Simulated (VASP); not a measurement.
MgI2:

```xyz
3
Lattice="0.0000 3.7639 3.7639 3.7639 0.0000 3.7639 3.7639 3.7639 0.0000" Properties=species:S:1:pos:R:3 pbc="T T T"
Mg    0.0000    0.0000    0.0000
I     1.8819    1.8819    1.8819
I     5.6458    5.6458    5.6458
```

```yaml
Program: VASP 6.6.1
Task: relaxation of cell and atoms
Functional: LDA
Potentials_or_basis: VASP PAW LDA potentials, release 64 (Mg, I)
Cutoff: 600 eV
k_mesh: 6 × 6 × 6
Occupations: fermi-dirac, width 0.02 eV
Spin: no spin polarisation
```

At the start: pressure -2.4 GPa; volume 35.55 Å³/atom.

Problem. How do energy, volume and symmetry change on relaxing?

Solution. Over 3 steps the energy falls by 21.8 meV/atom and the volume is 32.81 Å³/atom (-7.7 %); space group Fm-3m (No. 225, to 0.1 Å) before and after.

Step by step:
| step | energy change (eV) | largest force (eV/Å) | pressure (GPa) | volume (Å³) |
| --- | --- | --- | --- | --- |
| 1 | 0.0000 | 0.0000 | -2.38 | 106.64 |
| 2 | -0.0655 | 0.0000 | -0.10 | 98.71 |
| 3 | -0.0655 | 0.0000 | 0.01 | 98.44 |

Final structure:
```xyz
3
Lattice="0.0000 3.6647 3.6647 3.6647 0.0000 3.6647 3.6647 3.6647 0.0000" Properties=species:S:1:pos:R:3 pbc="T T T"
Mg    0.0000    0.0000    0.0000
I     1.8324    1.8324    1.8324
I     5.4971    5.4971    5.4971
```
